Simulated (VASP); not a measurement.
The system is Be.

```
CELL_PARAMETERS angstrom
2.06156 0.00000 0.00000
0.00000 2.06156 0.00000
0.00000 0.00000 2.06156
ATOMIC_POSITIONS crystal
Be 0.00000 0.00000 0.00000
```

- Program: VASP 6.6.1
- Task: relaxation of cell and atoms
- Functional: r2SCAN
- Potentials or basis: VASP PAW PBE potentials, release 64 (Be)
- Cutoff: 600 eV
- k mesh: 15 × 15 × 15
- Occupations: fermi-dirac, width 0.1 eV
- Spin: no spin polarisation

At the start: pressure 15.5 GPa; volume 8.76 Å³/atom.

Where does the relaxation end?

Over 4 steps the energy falls by 63.9 meV/atom and the volume is 10.25 Å³/atom (+17.0 %); space group Pm-3m (No. 221, to 0.05 Å).

Step by step:
| step | energy change (eV) | largest force (eV/Å) | pressure (GPa) | volume (Å³) |
| --- | --- | --- | --- | --- |
| 1 | 0.0000 | 0.0000 | 15.52 | 8.76 |
| 2 | -0.0607 | 0.0000 | 2.93 | 9.88 |
| 3 | -0.0637 | 0.0000 | -0.45 | 10.31 |
| 4 | -0.0639 | 0.0000 | -0.07 | 10.25 |

Final structure:
```xyz
1
Lattice="2.1721 0.0000 0.0000 0.0000 2.1721 0.0000 0.0000 0.0000 2.1721" Properties=species:S:1:pos:R:3 pbc="T T T"
Be    0.0000    0.0000    0.0000
```

Caveat: the volume moved by over 15 % at a fixed basis, so the end points are rough; the PAW data sets were made with another functional, which shifts forces and pressure a little.
